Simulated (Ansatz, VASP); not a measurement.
# GaAs in VASP and in Ansatz

File INCAR:

```
SYSTEM = GaAs
ALGO = Normal
EDIFF = 1E-6
ENCUT = 500
GGA_COMPAT = .FALSE.
ISIF = 2
ISMEAR = 0
LASPH = .TRUE.
LCHARG = .FALSE.
LREAL = .FALSE.
LWAVE = .FALSE.
NBANDS = 16
NELM = 120
PREC = Accurate
SIGMA = 0.01
```

KPOINTS

```
k-points
0
G
  5 5 5
  0 0 0
```

The input POSCAR:

```
GaAs
1.0
    0.0000000000      2.8268500000      2.8268500000
    2.8268500000      0.0000000000      2.8268500000
    2.8268500000      2.8268500000      0.0000000000
Ga As
1 1
Direct
    0.0000000000      0.0000000000      0.0000000000
    0.2500000000      0.2500000000      0.2500000000
```

Input for Ansatz:

```yaml
crystal:
  lattice:
    - [0.0, 2.82685, 2.82685]
    - [2.82685, 0.0, 2.82685]
    - [2.82685, 2.82685, 0.0]
  atoms:
    - { symbol: Ga, position: [0.0, 0.0, 0.0] }
    - { symbol: As, position: [0.25, 0.25, 0.25] }
kpoints:
  mp_grid: { grid: [5, 5, 5] }
hamiltonian:
  xc: lda
scf:
  occupations: { method: fixed }
output:
  stress: true
  eigenvalues: true
```

Alike in both runs: task single point; functional LDA; k mesh 5 × 5 × 5; no spin polarisation.

```csv
,VASP,Ansatz
version,VASP 6.6.1,Ansatz 0.2.0
potentials or method,"VASP PAW LDA potentials, release 64 (Ga_d, As)","plane waves, PAW"
plane-wave cutoff (eV),500,420
occupations,"gaussian, width 0.01 eV",fixed
valence electrons in the cell,18,28
```

```tsv
	VASP	Ansatz	Ansatz less VASP
gap on the k mesh at the Fermi level (eV)	0.32	0.27	-0.048
pressure (GPa)	-1.6	-1.9	-0.28
```

LDA's correlation is that of Perdew and Zunger in VASP and of Perdew and Wang (1992) in Ansatz. VASP's potentials hold 18 valence electrons a cell and Ansatz's 28, so a difference there can come from the potentials and not from the codes.
